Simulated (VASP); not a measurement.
# Nb (I4/mmm) in VASP: further runs

The runs below take Nb through single point, with PBEsol.

Program: VASP 6.6.1. These are calculated values, not measurements. Logs are shortened: lines on timing, memory, paths and dates and some standing lists are left out, and cuts for length are marked.

## Step 1: The cell of the first run

Symmetry: I4/mmm, No. 139, tetragonal system. The conventional cell has a = 3.278 Å, b = 3.278 Å, c = 3.428 Å, α = 90.00°, β = 90.00°, γ = 90.00°. Nb (site symmetry 4/mmm) has 14 Nb at 2.88 to 3.43 Å within 3.8 Å.

## Step 2: Single point, PBEsol (strain -0.015 along x and y, +0.030 along z)

Contents of INCAR:

```
SYSTEM = Nb
ALGO = Fast
EDIFF = 1E-7
ENCUT = 520
GGA = PS
ISIF = 2
ISMEAR = 0
LASPH = .TRUE.
LCHARG = .FALSE.
LREAL = .FALSE.
LWAVE = .FALSE.
NBANDS = 12
NELM = 80
PREC = Accurate
SIGMA = 0.15
```

Contents of KPOINTS:

```
k-points
0
G
  20 20 20
  0 0 0
```

Contents of POSCAR:

```
Nb
1.0
   -1.6389907500      1.6389907500      1.7138685000
    1.6389907500     -1.6389907500      1.7138685000
    1.6389907500      1.6389907500     -1.7138685000
Nb
1
Direct
    0.0000000000      0.0000000000      0.0000000000
```

Potentials or basis: VASP PAW PBE potentials, release 64 (Nb_sv).

Command:

```
cat potpaw_PBE.64/Nb_sv/POTCAR > POTCAR
mpirun -np 1 vasp_std > vasp.out
```

OUTCAR:

```text
SYSTEM = Nb
   EDIFF = 1E-7
   ENCUT = 520
   GGA = PS
   ISIF = 2
   ISMEAR = 0
   LASPH = .TRUE.
   LREAL = .FALSE.
   NELM = 80
   PREC = Accurate

 ion  position               nearest neighbor table
   1  0.000  0.000  0.000-

  LATTYP: Found a body centered tetragonal cell.
 ALAT       =     3.2779815000
 C/A-ratio  =     1.0456852792

  Lattice vectors:

 A1 = (  -1.6389907500,   1.6389907500,   1.7138685000)
 A2 = (   1.6389907500,  -1.6389907500,   1.7138685000)
 A3 = (   1.6389907500,   1.6389907500,  -1.7138685000)

Analysis of symmetry for initial positions (statically):
=====================================================================
 Subroutine PRICEL returns:
 Original cell was already a primitive cell.

 Routine SETGRP: Setting up the symmetry group for a
 body centered tetragonal supercell.

 Subroutine GETGRP returns: Found 16 space group operations
 (whereof 16 operations were pure point group operations)
 out of a pool of 16 trial point group operations.

The static configuration has the point symmetry D_4h.

Analysis of symmetry for dynamics (positions and initial velocities):
=====================================================================
 Subroutine PRICEL returns:
 Original cell was already a primitive cell.

 Routine SETGRP: Setting up the symmetry group for a
 body centered tetragonal supercell.

 Subroutine GETGRP returns: Found 16 space group operations
 (whereof 16 operations were pure point group operations)
 out of a pool of 16 trial point group operations.

The dynamic configuration has the point symmetry D_4h.

 Subroutine INISYM returns: Found 16 space group operations
 (whereof 16 operations are pure point group operations),
 and found     1 'primitive' translations

----------------------------------------------------------------------------------------

                                     Primitive cell

  volume of cell :      18.4158

  direct lattice vectors                    reciprocal lattice vectors
    -1.638990750  1.638990750  1.713868500     0.000000000  0.305065785  0.291737668
     1.638990750 -1.638990750  1.713868500     0.305065785  0.000000000  0.291737668
     1.638990750  1.638990750 -1.713868500     0.305065785  0.305065785  0.000000000

  length of vectors
     2.882694329  2.882694329  2.882694329     0.422108991  0.422108991  0.431428171

  position of ions in fractional coordinates (direct lattice)
     0.000000000  0.000000000  0.000000000

[... 83 lines left out ...]
   POTIM  = 0.5000    time-step for ionic-motion
   TEBEG  =    0.0;   TEEND  =   0.0 temperature during run
   PSTRESS=    0.0 pullay stress
   NELECT =      13.0000    total number of electrons
   NUPDOWN=      -1.0000    fix difference up-down
   EMIN   =  10.00;   EMAX   =-10.00  energy-range for DOS
   EFERMI =   0.00;   METHOD = LEGACY
   ISMEAR =     0;   SIGMA  =   0.15  broadening in eV -4-tet -1-fermi 0-gaus
   EFERMI_NEDOS =   21; number of points for ismear=-14 and -15
   IALGO  =     68    algorithm
   IMIX   =      4    mixing-type and parameters
     AMIX     =   0.40;   BMIX     =  1.00
     AMIX_MAG =   1.60;   BMIX_MAG =  1.00
  volume/ion in A,a.u.               =      18.42       124.28
  Fermi-wavevector in a.u.,A,eV,Ry     =   1.457670  2.754596 28.909671  2.124801
  Thomas-Fermi vector in A             =   2.574444
   LORBIT       =      0    0 simple, 1 ext, 2 COOP (PROOUT), +10 PAW based schemes
   GGA     = PS    functional components
   LHFCALC =     F    Hartree Fock is set to
   AEXX    =    0.0000 exact exchange contribution
   IVDW    =     0    specifies the selected vdW correction
   LEPSILON=     F    determine dielectric tensor
   LRPA    =     F    only Hartree local field effects (RPA)
 non-spin polarized calculation
 RMM-DIIS sequential band-by-band and
 Gauss-broadening in eV      SIGMA  =   0.15
  energy-cutoff  :      520.00
  volume of cell :       18.42
 maximum number of plane-waves:       510
 NGX is ok and might be reduce to    24
   NGX = 11   NGY = 11   NGZ = 11

 number of electron      13.0000000 magnetization

 Free energy of the ion-electron system (eV)
  ---------------------------------------------------
  ext. energy  EPLUGINS =         0.00000000
  ---------------------------------------------------
  free energy    TOTEN  =       -10.92682128 eV

  energy without entropy =      -10.90904102  energy(sigma->0) =      -10.91793115

 E-fermi :  10.7488     XC(G=0): -12.5143

 val. band max:       10.7431359092   @ k =  -0.2000   0.5000   0.0500
 cond. band min:      10.7490324598   @ k =  -0.3000   0.4000   0.1500
 fundamental gap:      0.0058965506
 Fermi energy:        10.7488209849

 k-point     1 :       0.0000    0.0000    0.0000
  band No.  band energies     occupation
      1     -43.5579      2.00000
      2     -18.9205      2.00000
      3     -18.9194      2.00000
      4     -18.9194      2.00000
      5       4.8077      2.00000
      6      10.9724      0.03508
      7      10.9724      0.03508
      8      11.4410      0.00000
      9      13.6139      0.00000
     10      14.2390      0.00000
     11      24.4090      0.00000
     12      25.1628      0.00000
[... 331 lines left out ...]
 k-point    24 :      -0.3500    0.0500   -0.0000
  band No.  band energies     occupation
      1     -43.3934      2.00000
      2     -19.8727      2.00000
      3     -19.2074      2.00000
      4     -18.9367      2.00000
      5       7.2391      2.00000
      6       9.7519      2.00000
      7      10.8552      0.31595
      8      13.3885      0.00000
      9      14.4399      0.00000
     10      14.8413      0.00000
     11      23.9304      0.00000
     12      24.7635      0.00000

 [... further k-points ...]

------------------------ aborting loop because EDIFF is reached ----------------------------------------

  FORCE on cell =-STRESS in cart. coord.  units (eV):
  Direction    XX          YY          ZZ          XY          YZ          ZX
  --------------------------------------------------------------------------------------
  -------------------------------------------------------------------------------------
  Total       -0.7824092     -0.7824092     -1.3601255      0.0000000     -0.0000000      0.0000000
  in kB      -68.0697333    -68.0697333   -118.3311500      0.0000000     -0.0000000      0.0000000
  external PRESSURE =     -84.8235388 kB  Pullay stress =       0.0000000 kB

 VOLUME and BASIS-vectors are now :
 -----------------------------------------------------------------------------
  energy-cutoff  :      520.00
  volume of cell :       18.42
      direct lattice vectors                 reciprocal lattice vectors
    -1.638990750  1.638990750  1.713868500     0.000000000  0.305065785  0.291737668
     1.638990750 -1.638990750  1.713868500     0.305065785  0.000000000  0.291737668
     1.638990750  1.638990750 -1.713868500     0.305065785  0.305065785  0.000000000

 POSITION                                       TOTAL-FORCE (eV/Angst)
 -----------------------------------------------------------------------------------
      0.00000      0.00000      0.00000         0.000000      0.000000      0.000000
 -----------------------------------------------------------------------------------
    total drift:                               -0.000000      0.000000      0.000000

  FREE ENERGIE OF THE ION-ELECTRON SYSTEM (eV)
  ---------------------------------------------------
  free  energy   TOTEN  =       -10.9268212830 eV

  energy  without entropy=      -10.9090410238  energy(sigma->0) =      -10.91793115
```

OSZICAR:

```text
N       E                     dE             d eps       ncg     rms          rms(c)
DAV:   1     0.115568972490E+03    0.11557E+03   -0.72501E+03 15448   0.108E+03
DAV:   2    -0.669286777750E+01   -0.12226E+03   -0.11795E+03 16648   0.389E+02
DAV:   3    -0.111468861480E+02   -0.44540E+01   -0.42465E+01 21912   0.651E+01
[... 18 lines left out ...]
RMM:  22    -0.109268204947E+02   -0.43188E-06   -0.40846E-06 15035   0.577E-03    0.341E-03
RMM:  23    -0.109268208998E+02   -0.40510E-06   -0.21075E-06 14688   0.796E-03    0.165E-04
RMM:  24    -0.109268210671E+02   -0.16727E-06   -0.15728E-06 13615   0.508E-03    0.419E-04
RMM:  25    -0.109268211851E+02   -0.11805E-06   -0.83546E-07 13315   0.391E-03    0.122E-04
RMM:  26    -0.109268212830E+02   -0.97878E-07   -0.64856E-07 12887   0.336E-03
   1 F= -.10926821E+02 E0= -.10917931E+02  d E =-.177803E-01
```

Wall time 1.7 min (1 thread of Intel Xeon 6975P-C (Granite Rapids), shared host); peak memory 0.25 GiB.

What came out:

| Property | Result |
| --- | --- |
| Free energy | -10.9268 eV |
| Pressure | -8.5 GPa |

Stress tensor (GPa, compression positive):
```
 -6.81   0.00   0.00
  0.00  -6.81   0.00
  0.00   0.00 -11.83
```

Caveat: the cell differs from its parent crystal (strain -0.015 along x and y, +0.030 along z); the PAW data sets were made with another functional, which shifts forces and pressure a little.

## Step 3: Single point, PBEsol (strain +0.015 along x and y, -0.030 along z)

INCAR, as its differences from that of step 2:

```diff
@@ -12,3 +12,3 @@
 NBANDS = 12
-NELM = 80
+NELM = 60
 PREC = Accurate
```

KPOINTS is that of step 2.

Contents of POSCAR:

```
Nb
1.0
   -1.6889092500      1.6889092500      1.6140315000
    1.6889092500     -1.6889092500      1.6140315000
    1.6889092500      1.6889092500     -1.6140315000
Nb
1
Direct
    0.0000000000      0.0000000000      0.0000000000
```

Potentials or basis: VASP PAW PBE potentials, release 64 (Nb_sv).

Command:

```
cat potpaw_PBE.64/Nb_sv/POTCAR > POTCAR
mpirun -np 1 vasp_std > vasp.out
```

It took 1.7 min on 1 thread of Intel Xeon 6975P-C (Granite Rapids), shared host; peak memory 0.25 GiB.

The run converged. Its results:

```yaml
Free_energy: -10.9277 eV
Pressure: -8.5 GPa
```

Stress tensor (GPa, compression positive):
```
-9.87  0.00  0.00
 0.00 -9.87  0.00
 0.00  0.00 -5.79
```

Levels at points of the mesh, in eV from the Fermi level:
```
           k point  band 3  band 4  band 5  band 6  band 7  band 8  band 9  band 10
(0.00, 0.00, 0.00)  -29.67  -29.66   -5.94    0.05    0.55    0.55    2.84     3.52
(0.50, 0.00, 0.00)  -30.08  -29.70   -3.67   -1.77    2.28    3.28    4.15     6.24
(0.50, 0.50, 0.00)  -30.04  -29.65   -3.63   -1.24    1.95    2.78    3.68     6.15
(0.50, 0.50, 0.50)  -30.58  -30.46   -3.67   -3.56    5.43    5.43    5.60     8.50
```

Caveat: the cell differs from its parent crystal (strain +0.015 along x and y, -0.030 along z); the PAW data sets were made with another functional, which shifts forces and pressure a little.

(Part 1 of 2 ends here.)
